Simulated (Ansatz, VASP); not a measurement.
## La in VASP and in Ansatz

```
La
1.0
     3.38585    0.00000    0.00000
     0.00000    3.38585    0.00000
     0.00000    0.00000    3.38585
La
1
Direct
  0.00000 0.00000 0.00000
```

Alike in both runs: functional RPBE; k mesh 9 × 9 × 9; occupations fermi-dirac, width 0.1 eV; no spin polarisation.

Ansatz relaxed the structure, and its values are those at the end. VASP's run is a single point on that final structure, the one shown.

|  | VASP | Ansatz |
| --- | --- | --- |
| version | VASP 6.6.1 | Ansatz 0.2.0 |
| potentials or method | VASP PAW PBE potentials, release 64 (La), cutoff 520 eV | plane waves (420 eV) with PAW, scalar-relativistic |
| valence electrons in the cell | 11 | 11 |

|  | VASP | Ansatz | Ansatz less VASP |
| --- | --- | --- | --- |
| pressure (GPa) | 0.0 | 0.0 | 0.00 |

VASP's potentials were made for PBE, not for RPBE. The functional is the same, so the differences come from potentials, cutoffs and numerics.

Neither program's run includes spin-orbit coupling.
